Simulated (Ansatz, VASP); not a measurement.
# Te5Mo: VASP beside Ansatz

```
Te Mo
1.0
     8.42830    0.00000    0.00000
    -4.21415    7.29912    0.00000
     0.00000    0.00000    3.23761
Te Mo
5 1
Direct
  0.00000 0.25649 0.50000
  0.74351 0.74351 0.50000
  0.25649 0.00000 0.50000
  0.66667 0.33333 0.00000
  0.33333 0.66667 0.00000
  0.00000 0.00000 0.00000
```

Change from the starting cell: species swapped into the MgZn5 type (P-62m, No. 189).

Alike in both runs: task relaxation of cell and atoms; functional PBE; k mesh 6 × 6 × 12; occupations gaussian, width 0.1 eV; no spin polarisation.

|  | VASP | Ansatz |
| --- | --- | --- |
| version | VASP 6.6.1 | Ansatz 0.2.0 |
| potentials or method | VASP PAW PBE potentials, release 64 (Te, Mo_sv), cutoff 600 eV | scalar-relativistic, plane waves, PAW |
| valence electrons in the cell | 44 | 94 |

|  | VASP | Ansatz | Ansatz less VASP |
| --- | --- | --- | --- |
| gap on the k mesh at the Fermi level, each at its own relaxed structure (eV) | none | none | - |
| relaxed volume (Å³/atom) | 32.67 | 32.74 | +0.065 |
| relaxed length of the cell vector where the two differ most in proportion (Å) | 8.336 | 8.343 | +0.0075 |

A gap of «none» marks a metal or a gap that the smearing closes. VASP's potentials hold 44 valence electrons a cell and Ansatz's 94, so a difference there can come from the potentials and not from the codes.

Spin-orbit coupling is off throughout.
